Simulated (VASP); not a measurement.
# MoN2 (Pbam) in VASP: a series of runs

The runs below take MoN2 through single point, with PBEsol.

All numbers are computed with VASP 6.6.1; they aren't measurements. Logs are shortened: lines on timing, memory, paths and dates and some standing lists are left out, and cuts for length are marked.

## 1. The cell of the first run

It takes space group Pbam (No. 55, orthorhombic). The conventional cell has a = 3.965 Å, b = 4.608 Å, c = 2.728 Å, α = 90.00°, β = 90.00°, γ = 90.00°. Mo (site symmetry 2/m) has 12 N at 2.12 to 2.83 Å and 2 Mo at 2.73 Å within 2.9 Å. Within 1.8 Å of N (site symmetry m) lie 1 N at 1.37 Å.

## 2. Single point, PBEsol (strain -0.0750 x Voigt [1, -1, 0, 0, 0, 0])

The input, INCAR:

```
PREC = Accurate
ENCUT = 520
EDIFF = 1E-6
ISMEAR = 0
SIGMA = 0.15
LREAL = False
LASPH = True
NELM = 100
ALGO = Fast
ISIF = 2
LWAVE = False
LCHARG = False
GGA = PS
NBANDS = 33
```

The input, KPOINTS:

```
Automatic mesh
0
Gamma
  12 12 18
```

The input, POSCAR:

```
MoN2
1.0
    3.9651482429      0.0000000000      0.0000000000
    0.0000000000      4.6081452553      0.0000000000
    0.0000000000      0.0000000000      2.7284347069
Mo N
2 4
Direct
    0.5000000000      0.5000000000      0.0000000000
    0.0000000000      0.0000000000      0.0000000000
    0.8872955619      0.3872955619      0.5000000000
    0.1127044381      0.6127044381      0.5000000000
    0.3872955619      0.1127044381      0.5000000000
    0.6127044381      0.8872955619      0.5000000000
```

Potentials or basis: VASP PAW PBE potentials, release 64 (Mo_sv, N).

Run with:

```
$ cat potpaw_PBE.64/Mo_sv/POTCAR potpaw_PBE.64/N/POTCAR > POTCAR
$ mpirun -np 1 vasp_std > vasp.out
```

OUTCAR:

```text
PREC = Accurate
   ENCUT = 520
   EDIFF = 1E-6
   ISMEAR = 0
   LREAL = False
   LASPH = True
   NELM = 100
   ISIF = 2
   GGA = PS

 ion  position               nearest neighbor table
   1  0.500  0.500  0.000-   3 2.12   4 2.12   3 2.12   4 2.12   5 2.29   6 2.29   5 2.29   6 2.29
                             2 3.04   2 3.04   2 3.04   2 3.04
   2  0.000  0.000  0.000-   5 2.12   6 2.12   5 2.12   6 2.12   3 2.29   4 2.29   3 2.29   4 2.29
                             1 3.04   1 3.04   1 3.04   1 3.04
   3  0.887  0.387  0.500-   4 1.37   1 2.12   1 2.12   2 2.29   2 2.29
   4  0.113  0.613  0.500-   3 1.37   1 2.12   1 2.12   2 2.29   2 2.29
   5  0.387  0.113  0.500-   6 1.37   2 2.12   2 2.12   1 2.29   1 2.29
   6  0.613  0.887  0.500-   5 1.37   2 2.12   2 2.12   1 2.29   1 2.29

  LATTYP: Found a simple orthorhombic cell.
 ALAT       =     2.7284347069
 B/A-ratio  =     1.4532685106
 C/A-ratio  =     1.6889336746

  Lattice vectors:

 A1 = (   0.0000000000,   0.0000000000,   2.7284347069)
 A2 = (   3.9651482429,   0.0000000000,   0.0000000000)
 A3 = (   0.0000000000,   4.6081452553,   0.0000000000)

Analysis of symmetry for initial positions (statically):
=====================================================================
 Subroutine PRICEL returns:
 Original cell was already a primitive cell.

 Routine SETGRP: Setting up the symmetry group for a
 simple orthorhombic supercell.

 Subroutine GETGRP returns: Found  8 space group operations
 (whereof  4 operations were pure point group operations)
 out of a pool of  8 trial point group operations.

The static configuration has the point symmetry C_2h.
 The point group associated with its full space group is D_2h.

Analysis of symmetry for dynamics (positions and initial velocities):
=====================================================================
 Subroutine PRICEL returns:
 Original cell was already a primitive cell.

 Routine SETGRP: Setting up the symmetry group for a
 simple orthorhombic supercell.

 Subroutine GETGRP returns: Found  8 space group operations
 (whereof  4 operations were pure point group operations)
 out of a pool of  8 trial point group operations.

The dynamic configuration has the point symmetry C_2h.
 The point group associated with its full space group is D_2h.

 Subroutine INISYM returns: Found  8 space group operations
 (whereof  4 operations are pure point group operations),
 and found     1 'primitive' translations

----------------------------------------------------------------------------------------

                                     Primitive cell

  volume of cell :      49.8539

  direct lattice vectors                    reciprocal lattice vectors
     3.965148243  0.000000000  0.000000000     0.252197380  0.000000000  0.000000000
     0.000000000  4.608145255  0.000000000     0.000000000  0.217007048  0.000000000
     0.000000000  0.000000000  2.728434707     0.000000000  0.000000000  0.366510511

  length of vectors
     3.965148243  4.608145255  2.728434707     0.252197380  0.217007048  0.366510511

  position of ions in fractional coordinates (direct lattice)
     0.500000000  0.500000000  0.000000000
     0.000000000  0.000000000  0.000000000
     0.887295562  0.387295562  0.500000000
     0.112704438  0.612704438  0.500000000
     0.387295562  0.112704438  0.500000000
     0.612704438  0.887295562  0.500000000

  ion indices of the primitive-cell ions
   primitive index   ion index
                 1           1
                 2           2
                 3           3
                 4           4
                 5           5
                 6           6

----------------------------------------------------------------------------------------

 KPOINTS: Automatic mesh

Automatic generation of k-mesh.
 Grid dimensions read from file:
 generate k-points for:   12   12   18

 Generating k-lattice:

  Cartesian coordinates                     Fractional coordinates (reciprocal lattice)
     0.021016448  0.000000000  0.000000000     0.083333333  0.000000000  0.000000000
     0.000000000  0.018083921  0.000000000     0.000000000  0.083333333  0.000000000
     0.000000000  0.000000000  0.020361695     0.000000000  0.000000000  0.055555556

  Length of vectors
     0.021016448  0.018083921  0.020361695

  Shift w.r.t. Gamma in fractional coordinates (k-lattice)
     0.000000000  0.000000000  0.000000000

 Subroutine IBZKPT returns following result:
 ===========================================

 Found    490 irreducible k-points:

 Following reciprocal coordinates:
            Coordinates               Weight
  0.000000  0.000000  0.000000      1.000000
  0.083333  0.000000  0.000000      2.000000
  0.166667  0.000000  0.000000      2.000000
  0.250000  0.000000  0.000000      2.000000
  0.333333  0.000000  0.000000      2.000000
  0.416667  0.000000  0.000000      2.000000
[... 16 lines left out ...]
  0.083333  0.250000  0.000000      4.000000
  0.166667  0.250000  0.000000      4.000000
 [... further k-points ...]
   k-points           NKPTS =    490   k-points in BZ     NKDIM =    490   number of bands    NBANDS=     33
   number of dos      NEDOS =    301   number of ions     NIONS =      6
   total plane-waves  NPLWV =  21600
   dimension x,y,z NGX =    30 NGY =   36 NGZ =   20
   dimension x,y,z NGXF=    60 NGYF=   72 NGZF=   40
   ions per type =               2   4
   NGX,Y,Z   is equivalent  to a cutoff of  12.58, 12.99, 12.19 a.u.
   NGXF,Y,Z  is equivalent  to a cutoff of  25.16, 25.98, 24.37 a.u.
 SYSTEM =  unknown system
   PREC   = accura    normal or accurate (medium, high low for compatibility)
   ISTART =      0    job   : 0-new  1-cont  2-samecut
   ICHARG =      2    charge: 1-file 2-atom 10-const
   ISPIN  =      1    spin polarized calculation?
   LNONCOLLINEAR =      F non collinear calculations
   LSORBIT =      F    spin-orbit coupling
   LASPH  =      T    aspherical Exc in radial PAW
   ENCUT  =  520.0 eV  38.22 Ry    6.18 a.u.   7.37  8.57  5.07*2*pi/ulx,y,z
   NELM   =    100;   NELMIN=  2; NELMDL= -5     # of ELM steps
   EDIFF  = 0.1E-05   stopping-criterion for ELM
   LREAL  =      F    real-space projection
   EDIFFG = 0.1E-04   stopping-criterion for IOM
   NSW    =      0    number of steps for IOM
   IBRION =     -1    ionic relax: 0-MD 1-quasi-New 2-CG
   NFREE  =      0    steps in history (QN), initial steepest desc. (CG)
   ISIF   =      2    stress and relaxation
   ISYM   =      2    0-nonsym 1-usesym 2-fastsym
   POTIM  = 0.5000    time-step for ionic-motion
   TEBEG  =    0.0;   TEEND  =   0.0 temperature during run
   PSTRESS=    0.0 pullay stress
   NELECT =      48.0000    total number of electrons
   NUPDOWN=      -1.0000    fix difference up-down
   EMIN   =  10.00;   EMAX   =-10.00  energy-range for DOS
   EFERMI =   0.00;   METHOD = LEGACY
   ISMEAR =     0;   SIGMA  =   0.15  broadening in eV -4-tet -1-fermi 0-gaus
   EFERMI_NEDOS =   21; number of points for ismear=-14 and -15
   IALGO  =     68    algorithm
   IMIX   =      4    mixing-type and parameters
     AMIX     =   0.40;   BMIX     =  1.00
     AMIX_MAG =   1.60;   BMIX_MAG =  1.00
  volume/ion in A,a.u.               =       8.31        56.07
  Fermi-wavevector in a.u.,A,eV,Ry     =   1.616549  3.054835 35.555159  2.613230
  Thomas-Fermi vector in A             =   2.711117
   LORBIT       =      0    0 simple, 1 ext, 2 COOP (PROOUT), +10 PAW based schemes
   GGA     = PS    functional components
   LHFCALC =     F    Hartree Fock is set to
   AEXX    =    0.0000 exact exchange contribution
   IVDW    =     0    specifies the selected vdW correction
   LEPSILON=     F    determine dielectric tensor
   LRPA    =     F    only Hartree local field effects (RPA)
 non-spin polarized calculation
 RMM-DIIS sequential band-by-band and
 Gauss-broadening in eV      SIGMA  =   0.15
  energy-cutoff  :      520.00
  volume of cell :       49.85
 maximum number of plane-waves:      1365
 NGX is ok and might be reduce to    30
   NGX = 15   NGY = 17   NGZ = 11

 number of electron      48.0000003 magnetization

 Free energy of the ion-electron system (eV)
  ---------------------------------------------------
  ext. energy  EPLUGINS =         0.00000000
  ---------------------------------------------------
  free energy    TOTEN  =       -57.76892463 eV

  energy without entropy =      -57.75175278  energy(sigma->0) =      -57.76033870

 E-fermi :  12.8520     XC(G=0): -14.1326

 val. band max:       12.8514705409   @ k =   0.2500   0.4167   0.1111
 cond. band min:      12.8600359605   @ k =   0.1667   0.2500   0.0000
 fundamental gap:      0.0085654197
 Fermi energy:        12.8520227530

 k-point     1 :       0.0000    0.0000    0.0000
  band No.  band energies     occupation
      1     -49.1496      2.00000
      2     -49.0787      2.00000
      3     -23.5017      2.00000
      4     -23.3491      2.00000
      5     -23.0454      2.00000
      6     -23.0326      2.00000
[... 25 lines left out ...]
     32      19.2592      0.00000
     33      20.6036      0.00000

 k-point     2 :       0.0833    0.0000    0.0000
  band No.  band energies     occupation
      1     -49.1483      2.00000
      2     -49.0799      2.00000
      3     -23.4940      2.00000
      4     -23.3477      2.00000
      5     -23.0533      2.00000
      6     -23.0423      2.00000
[... 25 lines left out ...]
     32      19.1587      0.00000
     33      20.6587      0.00000
[... 754 lines left out ...]
     32      18.5451      0.00000
     33      19.8815      0.00000

 k-point    24 :       0.1667    0.2500    0.0000
  band No.  band energies     occupation
      1     -49.1356      2.00000
      2     -49.0922      2.00000
      3     -23.4679      2.00000
      4     -23.2547      2.00000
      5     -23.2193      2.00000
      6     -23.0312      2.00000
[... 25 lines left out ...]
     32      18.3199      0.00000
     33      19.6883      0.00000

 [... further k-points ...]

------------------------ aborting loop because EDIFF is reached ----------------------------------------

  FORCE on cell =-STRESS in cart. coord.  units (eV):
  Direction    XX          YY          ZZ          XY          YZ          ZX
  --------------------------------------------------------------------------------------
  -------------------------------------------------------------------------------------
  Total       16.0487256    -10.6698066      2.7412243      0.0000000      0.0000000      0.0000000
  in kB      515.7651334   -342.9003862     88.0959619      0.0000000      0.0000000      0.0000000
  external PRESSURE =      86.9869030 kB  Pullay stress =       0.0000000 kB

 VOLUME and BASIS-vectors are now :
 -----------------------------------------------------------------------------
  energy-cutoff  :      520.00
  volume of cell :       49.85
      direct lattice vectors                 reciprocal lattice vectors
     3.965148243  0.000000000  0.000000000     0.252197380  0.000000000  0.000000000
     0.000000000  4.608145255  0.000000000     0.000000000  0.217007048  0.000000000
     0.000000000  0.000000000  2.728434707     0.000000000  0.000000000  0.366510511

 POSITION                                       TOTAL-FORCE (eV/Angst)
 -----------------------------------------------------------------------------------
      1.98257      2.30407      0.00000         0.000000      0.000000      0.000000
      0.00000      0.00000      0.00000         0.000000      0.000000      0.000000
      3.51826      1.78471      1.36422        -0.370877      0.544143     -0.000000
      0.44689      2.82343      1.36422         0.370877     -0.544143      0.000000
      1.53568      0.51936      1.36422        -0.370877     -0.544143     -0.000000
      2.42946      4.08879      1.36422         0.370877      0.544143      0.000000
 -----------------------------------------------------------------------------------
    total drift:                               -0.000000      0.000000     -0.000000

  FREE ENERGIE OF THE ION-ELECTRON SYSTEM (eV)
  ---------------------------------------------------
  free  energy   TOTEN  =       -57.7689246280 eV

  energy  without entropy=      -57.7517527803  energy(sigma->0) =      -57.76033870
```

Run time: 11 min. Hardware: 1 thread of Oxide Virtual Turin-like, shared host; peak memory 0.6 GiB.

What came out:

| Property | Result |
| --- | --- |
| Free energy | -57.7689 eV |
| Pressure | 8.7 GPa |
| Largest force | 0.659 eV/Å |
| Band gap on the k mesh | zero (bands 24 and 25 overlap by 1.67 eV) |

Forces on the atoms (eV/Å):
```
Mo   0.000  0.000  0.000
Mo   0.000  0.000  0.000
N   -0.371  0.544  0.000
N    0.371 -0.544  0.000
N   -0.371 -0.544  0.000
N    0.371  0.544  0.000
```

Caveat: the cell differs from its parent crystal (strain -0.0750 x Voigt [1, -1, 0, 0, 0, 0]); the stress differs along the axes, from -34 to 52 GPa; the PAW data sets were made with another functional, which shifts forces and pressure a little.

## 3. Single point, PBEsol (strain +0.0562 x Voigt [1, -1, 0, 0, 0, 0])

The input, INCAR:

```
ALGO = Fast
EDIFF = 1E-6
ENCUT = 520
GGA = PS
ISIF = 2
ISMEAR = 0
LASPH = T
LCHARG = F
LREAL = F
LWAVE = F
NBANDS = 33
NELM = 60
PREC = Accurate
SIGMA = 0.15
```

The input, KPOINTS:

```
k-points
0
Gamma
  12 12 18
```

POSCAR, as its differences from that of step 2:

```diff
@@ -2,4 +2,4 @@
 1.0
-    3.9651482429      0.0000000000      0.0000000000
-    0.0000000000      4.6081452553      0.0000000000
+    4.5275562964      0.0000000000      0.0000000000
+    0.0000000000      4.0457372018      0.0000000000
     0.0000000000      0.0000000000      2.7284347069
```

Potentials or basis: VASP PAW PBE potentials, release 64 (Mo_sv, N).

Run with:

```
$ cat potpaw_PBE.64/Mo_sv/POTCAR potpaw_PBE.64/N/POTCAR > POTCAR
$ mpirun -np 1 vasp_std > vasp.out
```

Run time: 11 min. Hardware: 1 thread of Oxide Virtual Turin-like, shared host; peak memory 0.61 GiB.

Results (log left out):

```
Free energy            : -58.2187 eV
Pressure               : 5.2 GPa
Largest force          : 0.521 eV/Å
Band gap on the k mesh : zero (bands 24 and 25 overlap by 2.12 eV)
```

Forces on the atoms (eV/Å):
```
Mo   0.000  0.000  0.000
Mo   0.000  0.000  0.000
N    0.376 -0.361  0.000
N   -0.376  0.361  0.000
N    0.376  0.361  0.000
N   -0.376 -0.361  0.000
```

Stress tensor (GPa, compression positive):
```
-27.11   0.00   0.00
  0.00  37.91   0.00
  0.00   0.00   4.91
```

Levels at points of the mesh, in eV from the Fermi level:
| k point | band 22 | band 23 | band 24 | band 25 | band 26 | band 27 |
| --- | --- | --- | --- | --- | --- | --- |
| (0.00, 0.00, 0.00) | -3.13 | -2.07 | -1.81 | 0.36 | 0.81 | 1.06 |
| (0.50, 0.00, 0.00) | -2.52 | -0.91 | -0.91 | -0.64 | -0.64 | 1.73 |
| (0.00, 0.50, 0.00) | -1.91 | -1.47 | -1.47 | -0.27 | -0.27 | 2.93 |
| (0.50, 0.50, 0.00) | -0.86 | 0.41 | 0.41 | 0.58 | 0.58 | 0.94 |
| (0.00, 0.00, 0.50) | -1.79 | 0.41 | 0.98 | 1.22 | 2.04 | 2.58 |
| (0.50, 0.00, 0.50) | -2.74 | -1.26 | -1.26 | 2.84 | 2.84 | 3.57 |
| (0.00, 0.50, 0.50) | -2.54 | -0.98 | -0.98 | 2.06 | 2.06 | 2.18 |
| (0.50, 0.50, 0.50) | -5.27 | -1.38 | -1.38 | 2.56 | 2.56 | 3.44 |

Caveat: the cell differs from its parent crystal (strain +0.0562 x Voigt [1, -1, 0, 0, 0, 0]); the stress differs along the axes, from -27 to 38 GPa; the PAW data sets were made with another functional, which shifts forces and pressure a little.

(Continued in part 2 of 2.)
